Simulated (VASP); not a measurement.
Wanted: the native input for a VASP 6.6.1 run.

* Task: single point
* Functional: PBE
* Potentials or basis: VASP PAW PBE potentials, release 64 (B, As_d)
* Cutoff: 600 eV
* k mesh: 6 × 6 × 4
* Occupations: gaussian, width 0.1 eV
* Spin: no spin polarisation
* Dipole correction: no
* Second run: valence_matched
* Further INCAR settings: ALGO = Normal; EDIFF = 1e-06; NBANDS = 48

The structure of BAs5 lies in POSCAR:

```
BAs5
1.0
    5.3797178278      0.0000000000      0.0000000000
   -2.6898589139      4.6589723040      0.0000000000
    0.0000000000      0.0000000000      6.9694526544
B As
1 5
Direct
    0.0000000000      0.0000000000      0.0000000000
    0.5000000000      0.0000000000      0.5000000000
    0.0000000000      0.5000000000      0.5000000000
    0.5000000000      0.5000000000      0.5000000000
    0.0000000000      0.0000000000      0.2704734398
    0.0000000000      0.0000000000      0.7295265602
```

These files were run (other wordings do the same):

INCAR

```
SYSTEM = BAs5
PREC     = Accurate       ! precision mode
ENCUT    = 600            ! plane-wave cutoff, eV
EDIFF    = 1E-6           ! SCF threshold, eV
ISMEAR   = 0              ! smearing method
SIGMA    = 0.1            ! smearing width, eV
LREAL    = .False.        ! projectors in reciprocal space
LASPH    = .True.         ! aspherical terms in the spheres
NELM     = 120            ! most SCF steps
ALGO     = Normal         ! electronic algorithm
ISIF     = 2              ! what is computed and relaxed
LWAVE    = .False.        ! write WAVECAR
LCHARG   = .False.        ! write CHGCAR
GGA      = PE             ! functional
NBANDS   = 48             ! bands
GGA_COMPAT= .False.
```

KPOINTS

```
regular mesh
0
Gamma
  6 6 4
  0 0 0
```

Potentials or basis: VASP PAW PBE potentials, release 64 (B, As_d).

Run with:

```sh
$ cat potpaw_PBE.64/B/POTCAR potpaw_PBE.64/As_d/POTCAR > POTCAR
$ mpirun -np 1 vasp_std > vasp.out
```

Results of the run:

```
Pressure               : 0.1 GPa
Largest force          : 0.029 eV/Å
Band gap on the k mesh : zero (band 39 reaches 1.06 eV, above the bottom of band 40 at 0.11 eV)
```

Run time: 2.7 min on 1 thread of AMD EPYC 9R45 96-Core Processor (Zen 5) (shared host), peak memory 0.39 GiB.
